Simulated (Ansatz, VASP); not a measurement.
**Ge: VASP beside Ansatz**

Contents of INCAR:

```
SYSTEM = Ge
PREC = Accurate
ENCUT = 520
EDIFF = 1E-7
ISMEAR = 0
SIGMA = 0.020999999999999998
LREAL = .FALSE.
LASPH = .TRUE.
NELM = 100
ALGO = Normal
ISIF = 2
LWAVE = .FALSE.
LCHARG = .FALSE.
GGA = PE
NBANDS = 21
```

The input KPOINTS:

```
regular mesh
0
G
  10 10 6
  0 0 0
```

File POSCAR:

```
Ge
1.0
    1.4880529250     -2.5946896100      0.0000000000
    1.4880529250      2.5946896100      0.0000000000
    0.0000000000      0.0000000000      4.7275957900
Ge
2
Direct
    0.3334466300      0.6665533700      0.2500000000
    0.6665533700      0.3334466300      0.7500000000
```

Contents of input.yaml:

```yaml
crystal:
  lattice:
    - [1.488052925, -2.59468961, 0.0]
    - [1.488052925, 2.59468961, 0.0]
    - [0.0, 0.0, 4.72759579]
  atoms:
    - { symbol: Ge, position: [0.33344663, 0.66655337, 0.25] }
    - { symbol: Ge, position: [0.66655337, 0.33344663, 0.75] }
hamiltonian:
  xc: pbe
  pseudopotentials: { kind: paw }
kpoints:
  mp_grid: { grid: [10, 10, 6] }
scf:
  occupations: { method: gaussian, width: 0.021 }
output:
  forces: true
  stress: true
  eigenvalues: true
```

Alike in both runs: task single point; functional PBE; k mesh 10 × 10 × 6; occupations gaussian, width 0.021 eV; no spin polarisation.

```csv
,VASP,Ansatz
version,VASP 6.6.1,Ansatz 0.2.0
potentials or method,"VASP PAW PBE potentials, release 64 (Ge_d)",Ansatz PAW
plane-wave cutoff (eV),520,420
valence electrons in the cell,28,28
```

```csv
,VASP,Ansatz,Ansatz less VASP
gap on the k mesh at the Fermi level (eV),none,none,-
pressure (GPa),4.4,4.3,-0.04
"traceless stress, the component that is largest in VASP (GPa)",-1.18,-1.18,-0.002
rms of the force components (eV/Å),0.007,0.007,+0.0001
```

Atom by atom the forces differ by 0.000 eV/Å (rms over components). A gap of «none» marks a metal or a gap that the smearing closes. The functional is the same, so the differences come from potentials, cutoffs and numerics.
